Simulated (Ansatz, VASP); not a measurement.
## Cu: VASP beside Ansatz

POSCAR

```
Cu
1.0
    2.4390680447      0.0000000000      0.0000000000
   -1.2195340223      2.1122948883      0.0000000000
    0.0000000000      0.0000000000      4.1125710000
Cu
2
Direct
    0.3333333333      0.6666666667      0.2500000000
    0.6666666667      0.3333333333      0.7500000000
```

INCAR.step1

```
SYSTEM = Cu
PREC     = Accurate       ! precision mode
ENCUT    = 520            ! plane-wave cutoff, eV
ISMEAR   = 0              ! smearing method
SIGMA    = 0.15           ! smearing width, eV
LREAL    = .False.        ! projectors in reciprocal space
LASPH    = .True.         ! aspherical terms in the spheres
NELM     = 80             ! most SCF steps
NBANDS   = 18             ! bands
GGA      = PE             ! functional
ALGO     = Normal         ! electronic algorithm
EDIFF    = 1E-4           ! SCF threshold, eV
LWAVE    = .True.         ! write WAVECAR
LCHARG   = .False.        ! write CHGCAR
```

File INCAR.step2:

```
SYSTEM = Cu
PREC     = Accurate       ! precision mode
ENCUT    = 520            ! plane-wave cutoff, eV
EDIFF    = 1E-6           ! SCF threshold, eV
ISMEAR   = 0              ! smearing method
SIGMA    = 0.15           ! smearing width, eV
LREAL    = .False.        ! projectors in reciprocal space
LASPH    = .True.         ! aspherical terms in the spheres
NELM     = 80             ! most SCF steps
ALGO     = Normal         ! electronic algorithm
ISIF     = 2              ! what is computed and relaxed
LWAVE    = .False.        ! write WAVECAR
LCHARG   = .True.         ! write CHGCAR
METAGGA  = R2SCAN         ! meta-GGA
LMIXTAU  = .True.       
LELF     = .True.         ! ELF
LVHAR    = .True.       
NBANDS   = 18             ! bands
ISTART   = 1
```

Contents of KPOINTS:

```
Automatic mesh
0
Gamma
  24 24 12
  0 0 0
```

Input for Ansatz:

```yaml
crystal:
  lattice:
    - [2.4390680447, 0.0, 0.0]
    - [-1.2195340223, 2.1122948883, 0.0]
    - [0.0, 0.0, 4.112571]
  atoms:
    - { symbol: Cu, position: [0.3333333333, 0.6666666667, 0.25] }
    - { symbol: Cu, position: [0.6666666667, 0.3333333333, 0.75] }
basis:
  ecutwfc: 500
kpoints:
  mp_grid: { grid: [24, 24, 12] }
hamiltonian:
  xc: r2scan
scf:
  occupations: { method: gaussian, width: 0.15 }
output:
  forces: true
  stress: true
  eigenvalues: true
```

Change from the starting cell: strain -0.0375 x Voigt [1, 1, 0, 0, 0, 0], atoms carried along.

Alike in both runs: task single point; functional r2SCAN; k mesh 24 × 24 × 12; occupations gaussian, width 0.15 eV; no spin polarisation.

|  | VASP | Ansatz |
| --- | --- | --- |
| version | VASP 6.6.1 | Ansatz 0.2.0 |
| potentials or method | VASP PAW PBE potentials, release 64 (Cu), cutoff 520 eV | scalar-relativistic, plane waves, PAW |
| valence electrons in the cell | 22 | 38 |

Ansatz gave:

```
gap on the k mesh at the Fermi level (eV)                     : none
pressure (GPa)                                                : 15.5
traceless stress, the component that is largest in VASP (GPa) : -5.08
```

**Question.** Estimate VASP's values.

**Answer.** gap on the k mesh at the Fermi level (eV): none; pressure (GPa): 16.2; traceless stress, the component that is largest in VASP (GPa): -5.02.

VASP's potentials were made for PBE, not for r2SCAN. A gap of «none» marks a metal or a gap that the smearing closes. VASP's potentials hold 22 valence electrons a cell and Ansatz's 38, so a difference there can come from the potentials and not from the codes.
